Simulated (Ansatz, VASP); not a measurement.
**SiC: VASP beside Ansatz**

```
Si C
1.0
     0.00000    2.19962    2.19962
     2.19962    0.00000    2.19962
     2.19962    2.19962    0.00000
Si C
1 1
Cartesian
  1.0998 1.0998 1.0998
  0.0000 0.0000 0.0000
```

Alike in both runs: task single point; functional r2SCAN; k mesh 8 × 8 × 8; no spin polarisation.

|  | VASP | Ansatz |
| --- | --- | --- |
| version | VASP 6.6.1 | Ansatz 0.2.0 |
| potentials or method | VASP PAW PBE potentials, release 64 (Si, C) | plane waves, PAW |
| plane-wave cutoff (eV) | 660 | 500 |
| occupations | gaussian, width 0.01 eV | fixed |
| valence electrons in the cell | 8 | 8 |

Ansatz gave:

- gap on the k mesh at the Fermi level (eV): 1.73
- pressure (GPa): -6.3

**Question.** Estimate VASP's values.

**Answer.** gap on the k mesh at the Fermi level (eV): 1.74; pressure (GPa): -6.7.

VASP's potentials were made for PBE, not for r2SCAN.
